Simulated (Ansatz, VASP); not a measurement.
One calculation of BN, two programs

```
B N
1.0
     0.00000    1.89780    1.89780
     1.89780    0.00000    1.89780
     1.89780    1.89780    0.00000
B N
1 1
Cartesian
  0.0000 0.0000 0.0000
  2.8467 2.8467 2.8467
```

Alike in both runs: task single point; functional PBE; k mesh 12 × 12 × 12; occupations gaussian, width 0.02 eV; no spin polarisation.

|  | VASP | Ansatz |
| --- | --- | --- |
| version | VASP 6.6.1 | Ansatz 0.2.0 |
| potentials or method | VASP PAW PBE potentials, release 64 (B, N), cutoff 520 eV | scalar-relativistic, plane waves, PAW |
| valence electrons in the cell | 8 | 8 |

Ansatz gave:

```
gap on the k mesh at the Fermi level (eV) : 4.30
least direct gap on the mesh (eV)         : 8.05
pressure (GPa)                            : -39.7
```

Task: Which values does VASP return?

Result: gap on the k mesh at the Fermi level (eV): 4.29; least direct gap on the mesh (eV): 8.07; pressure (GPa): -39.8.

Both programs put the cell under strong tension, so it lies far from rest at this level.

Noted on VASP's run: the cell as given lies far from equilibrium.
